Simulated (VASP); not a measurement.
Input of a VASP 6.6.1 run:

INCAR

```
SYSTEM = MgS
ALGO = Normal
EDIFF = 1E-6
ENCUT = 600
GGA = CA
GGA_COMPAT = .FALSE.
ISIF = 2
ISMEAR = 0
LASPH = .TRUE.
LCHARG = .TRUE.
LELF = .TRUE.
LREAL = .FALSE.
LVHAR = .TRUE.
LWAVE = .FALSE.
NBANDS = 11
NELM = 120
PREC = Accurate
SIGMA = 0.02
```

File KPOINTS:

```
k-points
0
G
  6 6 6
  0 0 0
```

POSCAR

```
MgS
1.0
    0.0000000000      2.7969294923      2.7969294923
    2.7969294923      0.0000000000      2.7969294923
    2.7969294923      2.7969294923      0.0000000000
Mg S
1 1
Direct
    0.0000000000      0.0000000000      0.0000000000
    0.2500000000      0.2500000000      0.2500000000
```

Potentials or basis: VASP PAW LDA potentials, release 64 (Mg, S).

The run is started by

```sh
$ cat potpaw_LDA.64/Mg/POTCAR potpaw_LDA.64/S/POTCAR > POTCAR
$ mpirun -np 1 vasp_std > vasp.out
```

What does it give for the band gap on the k mesh?

3.38 eV, direct.

What does it give for the pressure?

-0.3 GPa.

A k mesh can miss the band edges. As with any semilocal functional, this LDA gap is likely too small.
